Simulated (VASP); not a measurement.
Here is a VASP 6.6.1 calculation.

Contents of INCAR:

```
SYSTEM = WC
ALGO = Normal
EDIFF = 1E-6
ENCUT = 520
GGA = PE
ISIF = 2
ISMEAR = 0
LASPH = .True.
LCHARG = .False.
LREAL = .False.
LWAVE = .False.
NBANDS = 16
NELM = 60
PREC = Accurate
SIGMA = 0.024
```

KPOINTS

```
k-points
0
Gamma
  10 10 6
  0 0 0
```

POSCAR

```
WC
1.0
    1.6403461100     -2.1180379000      0.0000000000
    1.6403461100      2.1180379000      0.0000000000
    0.0000000000      0.0000000000      4.3094211000
W C
1 1
Direct
    0.5000000000      0.5000000000      0.5000000000
    0.0000000000      0.0000000000      0.0000000000
```

Potentials or basis: VASP PAW PBE potentials, release 64 (W_sv, C).

Launch:

```bash
$ cat potpaw_PBE.64/W_sv/POTCAR potpaw_PBE.64/C/POTCAR > POTCAR
$ mpirun -np 1 vasp_std > vasp.out
```

Question: Estimate the band gap on the k mesh.

Answer: Zero (bands 9 and 10 overlap by 4.08 eV).

Question: What does it give for the pressure?

Answer: -31.9 GPa.

Stress tensor (GPa, compression positive):
```
-34.99   0.00   0.00
  0.00  -1.97   0.00
  0.00   0.00 -58.79
```

Caveat: the stress differs along the axes, from -59 to -2 GPa; spin-orbit coupling is left out, which moves the levels of the heavy elements.
